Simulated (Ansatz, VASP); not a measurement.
BP in VASP and in Ansatz

INCAR

```
PREC = Accurate
ENCUT = 520
EDIFF = 1E-6
ISMEAR = -5
SIGMA = 0.1
LREAL = False
LASPH = True
NELM = 80
ALGO = Normal
ISIF = 2
LWAVE = False
LCHARG = True
GGA = PE
LELF = True
LVHAR = True
NBANDS = 11
```

KPOINTS

```
Automatic mesh
0
Gamma
  6 6 6
```

File POSCAR:

```
BP
1.0
    0.0000000000      2.2683156724      2.2683156724
    2.2683156724      0.0000000000      2.2683156724
    2.2683156724      2.2683156724      0.0000000000
B P
1 1
Direct
    0.0000000000      0.0000000000      0.0000000000
    0.2500000000      0.2500000000      0.2500000000
```

Input for Ansatz:

```yaml
crystal:
  lattice:
    - [0.0, 2.2683156724, 2.2683156724]
    - [2.2683156724, 0.0, 2.2683156724]
    - [2.2683156724, 2.2683156724, 0.0]
  atoms:
    - { symbol: B, position: [0.0, 0.0, 0.0] }
    - { symbol: P, position: [0.25, 0.25, 0.25] }
kpoints:
  mp_grid: { grid: [6, 6, 6] }
hamiltonian:
  xc: pbe
scf:
  occupations: { method: tetrahedron }
  n_extra_bands: 4
output:
  forces: true
  stress: true
  eigenvalues: true
```

Alike in both runs: task single point; functional PBE; k mesh 6 × 6 × 6; occupations tetrahedron; no spin polarisation.

|  | VASP | Ansatz |
| --- | --- | --- |
| version | VASP 6.6.1 | Ansatz 0.2.0 |
| potentials or method | VASP PAW PBE potentials, release 64 (B, P) | plane waves |
| plane-wave cutoff (eV) | 520 | 420 |
| valence electrons in the cell | 8 | 8 |

```tsv
	VASP	Ansatz	Ansatz less VASP
gap on the k mesh at the Fermi level (eV)	1.33	1.33	+0.004
pressure (GPa)	1.2	1.4	+0.23
```

With one functional, cell and mesh, what is left measures potentials, basis and numerics. Ansatz's warnings: band table not solved further, tetrahedron derivatives may miss energy slope.
